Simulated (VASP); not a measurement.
Crystal: GeBiO4.

```
Ge Bi O
1.0
     2.53073   -4.24901    0.00000
     2.53073    4.24901    0.00000
     0.00000    0.00000    4.03708
Ge Bi O
1 1 4
Direct
  0.00000 0.00000 0.50000
  0.50000 0.50000 0.00000
  0.16832 0.83168 0.00000
  0.83168 0.16832 0.00000
  0.00000 0.50000 0.50000
  0.50000 0.00000 0.50000
```

* Program: VASP 6.6.1
* Task: relaxation of cell and atoms
* Functional: PBE
* Potentials or basis: VASP PAW PBE potentials, release 64 (Ge_d, Bi_d, O)
* Cutoff: 600 eV
* k mesh: 4 × 4 × 4
* Occupations: gaussian, width 0.1 eV
* Spin: no spin polarisation

At the start: pressure -15.4 GPa; volume 14.47 Å³/atom.

Where does the relaxation end?

Over 19 steps the energy falls by 935.5 meV/atom and the volume is 12.30 Å³/atom (-15.0 %); space group Cmmm (No. 65, to 0.05 Å).

The path:
| step | energy change (eV) | largest force (eV/Å) | pressure (GPa) | volume (Å³) |
| --- | --- | --- | --- | --- |
| 1 | 0.0000 | 1.0396 | -15.43 | 86.82 |
| 2 | -2.8715 | 0.8711 | -1.93 | 70.02 |
| 3 | -3.4161 | 0.8394 | 9.53 | 64.60 |
| 4 | -2.7858 | 1.5256 | 56.55 | 54.24 |
| 5 | -3.5133 | 1.1530 | 15.68 | 62.50 |
| 6 | -4.7903 | 0.4227 | 23.03 | 61.59 |
| 7 | -4.7833 | 0.2386 | 24.64 | 61.50 |
| 8 | -5.4848 | 0.2283 | 0.48 | 71.22 |
| 9 | -5.4909 | 0.2178 | -2.59 | 73.13 |
| 10 | -5.4927 | 0.2370 | -1.67 | 72.52 |
| 11 | -5.5397 | 0.2253 | -0.51 | 72.99 |
| 12 | -5.5411 | 0.3288 | -0.22 | 73.08 |
| 13 | -5.5667 | 0.1209 | 0.11 | 73.08 |
| 14 | -5.5942 | 0.3485 | 1.35 | 73.03 |
| 15 | -5.6099 | 0.1847 | -0.56 | 73.88 |
| 16 | -5.6100 | 0.1703 | -0.69 | 73.96 |
| 17 | -5.6128 | 0.0836 | 0.11 | 73.77 |
| 18 | -5.6129 | 0.0438 | -0.02 | 73.80 |
| 19 | -5.6131 | 0.0134 | 0.12 | 73.78 |

Final structure:
```cif
data_structure
_symmetry_space_group_name_H-M 'P 1'
_symmetry_Int_Tables_number 1
_cell_length_a 3.9726
_cell_length_b 3.9726
_cell_length_c 4.6973
_cell_angle_alpha 90.000
_cell_angle_beta 90.000
_cell_angle_gamma 95.533
_cell_volume 73.78
loop_
_atom_site_label
_atom_site_type_symbol
_atom_site_fract_x
_atom_site_fract_y
_atom_site_fract_z
_atom_site_occupancy
Ge1 Ge 0.00000 0.00000 0.50000 1
Bi1 Bi 0.50000 0.50000 0.00000 1
O1 O 0.14464 0.85536 0.00000 1
O2 O 0.85536 0.14464 0.00000 1
O3 O 0.00000 0.50000 0.50000 1
O4 O 0.50000 0.00000 0.50000 1
```

Caveat: the k points lie up to 0.40 Å⁻¹ apart in the final cell; the volume moved by over 15 % at a fixed basis, so the end points are rough; an odd number of electrons without spin polarisation forces a metal; a magnetic or distorted state may lie lower.
